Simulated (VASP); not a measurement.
Input of a VASP 6.6.1 run:

Contents of POSCAR:

```
NaF
1.0
    0.0000000000      2.2971680881      2.2971680881
    2.2971680881      0.0000000000      2.2971680881
    2.2971680881      2.2971680881      0.0000000000
Na F
1 1
Direct
    0.0000000000      0.0000000000      0.0000000000
    0.5000000000      0.5000000000      0.5000000000
```

The input INCAR.step1:

```
SYSTEM = NaF
PREC = Accurate
ENCUT = 520
EDIFF = 1E-5
ISMEAR = 0
SIGMA = 0.01
LREAL = .False.
LASPH = .True.
NELM = 60
ALGO = Normal
ISIF = 2
LWAVE = .True.
LCHARG = .False.
GGA = PE
NBANDS = 14
```

Contents of INCAR.step2:

```
SYSTEM = NaF
PREC = Accurate
ENCUT = 520
EDIFF = 1E-7
ISMEAR = 0
SIGMA = 0.01
LREAL = .False.
LASPH = .True.
NELM = 60
ALGO = Normal
ISIF = 2
LWAVE = .False.
LCHARG = .False.
GGA = PE
LHFCALC = .True.
AEXX = 0.35
PRECFOCK = Normal
ISTART = 1
NBANDS = 14
```

Contents of KPOINTS:

```
Automatic mesh
0
Gamma
  4 4 4
  0 0 0
```

Potentials or basis: VASP PAW PBE potentials, release 64 (Na_pv, F).

Launch:

```console
$ cat potpaw_PBE.64/Na_pv/POTCAR potpaw_PBE.64/F/POTCAR > POTCAR
$ cp INCAR.step1 INCAR
$ mpirun -np 1 vasp_std > vasp.out
$ cp INCAR.step2 INCAR
$ mpirun -np 1 vasp_std > vasp.out
```

Problem. Predict the pressure.

Solution. 0.7 GPa.

Problem. Predict the band gap on the k mesh.

Solution. 10.60 eV.

Caveat: the k points lie up to 0.59 Å⁻¹ apart; the PAW data sets were made with another functional, which shifts forces and pressure a little.
